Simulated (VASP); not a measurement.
## PbS: single point with LDA

PbS:

```
Pb S
1.0
     4.08970    0.00000    0.00000
    -2.04485    3.54178    0.00000
     0.00000    0.00000    3.78817
Pb S
1 1
Direct
  0.00000 0.00000 0.00000
  0.66667 0.33333 0.50000
```

* Program: VASP 6.6.1
* Task: single point
* Functional: LDA
* Potentials or basis: VASP PAW LDA potentials, release 64 (Pb_d, S)
* Cutoff: 500 eV
* k mesh: 6 × 6 × 6
* Occupations: fermi-dirac, width 0.05 eV
* Spin: no spin polarisation
* Dipole correction: no
* Further INCAR settings: ALGO = Normal; EDIFF = 1e-06; NBANDS = 17

| Property | Result |
| --- | --- |
| Pressure | -4.5 GPa |
| Band gap on the k mesh | zero (bands 10 and 11 overlap by 0.60 eV) |

Stress tensor (GPa, compression positive):
```
-4.35  0.00  0.00
 0.00 -4.35  0.00
 0.00  0.00 -4.75
```

Levels at points of the mesh, in eV from the Fermi level:
| k point | band 7 | band 8 | band 9 | band 10 | band 11 | band 12 | band 13 | band 14 |
| --- | --- | --- | --- | --- | --- | --- | --- | --- |
| (0.00, 0.00, 0.00) | -6.55 | -2.22 | -1.72 | -1.72 | 3.30 | 3.30 | 5.12 | 6.31 |
| (0.50, 0.00, 0.00) | -8.58 | -2.76 | -1.91 | -1.21 | 1.79 | 3.76 | 5.11 | 5.25 |
| (0.00, 0.00, 0.50) | -9.09 | -1.13 | -1.13 | -0.03 | 0.69 | 3.70 | 3.70 | 8.10 |
| (0.50, 0.00, 0.50) | -7.51 | -4.16 | -4.13 | -1.46 | 1.97 | 2.62 | 2.64 | 8.04 |

It took 9.3 s on 1 thread of Intel(R) Xeon(R) 6975P-C (Granite Rapids) (shared host), peak memory 0.15 GiB.

Caveat: the cell stands under tension; semilocal functionals underestimate gaps, so a narrow gap can read as zero; spin-orbit coupling is left out, which moves the levels of the heavy elements.
